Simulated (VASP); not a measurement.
Y, 2 atoms in the cell. The structure is tetragonal, space group I4_1/amd (No. 141). The conventional cell has a = 4.622 Å, b = 4.622 Å, c = 2.783 Å, α = 90.00°, β = 90.00°, γ = 90.00°. Within 3.2 Å of Y (site symmetry -4m2) lie 10 Y at 2.41 to 3.11 Å. 

* Program: VASP 6.6.1
* Task: single point
* Functional: PBE
* Potentials or basis: VASP PAW PBE potentials, release 64 (Y_sv)
* Cutoff: 520 eV
* k mesh: 14 × 14 × 14
* Occupations: fermi-dirac, width 0.08 eV
* Spin: no spin polarisation
* Dipole correction: no
* Further INCAR settings: ALGO = Normal; EDIFF = 1e-06; NBANDS = 18

Potentials or basis: VASP PAW PBE potentials, release 64 (Y_sv).

Command:

```console
$ cat potpaw_PBE.64/Y_sv/POTCAR > POTCAR
$ mpirun -np 1 vasp_std > vasp.out
```

Hardware: 1 thread of Oxide Virtual Turin-like Processor (shared host).

Task: Estimate the wall time of this run.

Result: Wall time 3.6 min on 1 thread of Oxide Virtual Turin-like Processor, with other jobs on the host, peak memory 0.24 GiB. Counts: scf iterations 12, k points 244.
